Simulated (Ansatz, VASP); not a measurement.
# ZrC in VASP and in Ansatz

```xyz
2
Lattice="0.0000 2.3650 2.3650 2.3650 0.0000 2.3650 2.3650 2.3650 0.0000" Properties=species:S:1:pos:R:3 pbc="T T T"
Zr    2.3650    2.3650    2.3650
C     0.0000    0.0000    0.0000
```

Alike in both runs: task single point; functional PBEsol; k mesh 16 × 16 × 16; occupations gaussian, width 0.1 eV; no spin polarisation.

|  | VASP | Ansatz |
| --- | --- | --- |
| version | VASP 6.6.1 | Ansatz 0.2.0 |
| potentials or method | VASP PAW PBE potentials, release 64 (Zr_sv, C), cutoff 520 eV | scalar-relativistic, plane waves, PAW |
| valence electrons in the cell | 16 | 16 |

```csv
,VASP,Ansatz,Ansatz less VASP
gap on the k mesh at the Fermi level (eV),none,none,-
pressure (GPa),-8.2,-8.5,-0.33
```

VASP's potentials were made for PBE, not for PBEsol. A gap of «none» marks a metal or a gap that the smearing closes. The functional is the same, so the differences come from potentials, cutoffs and numerics.
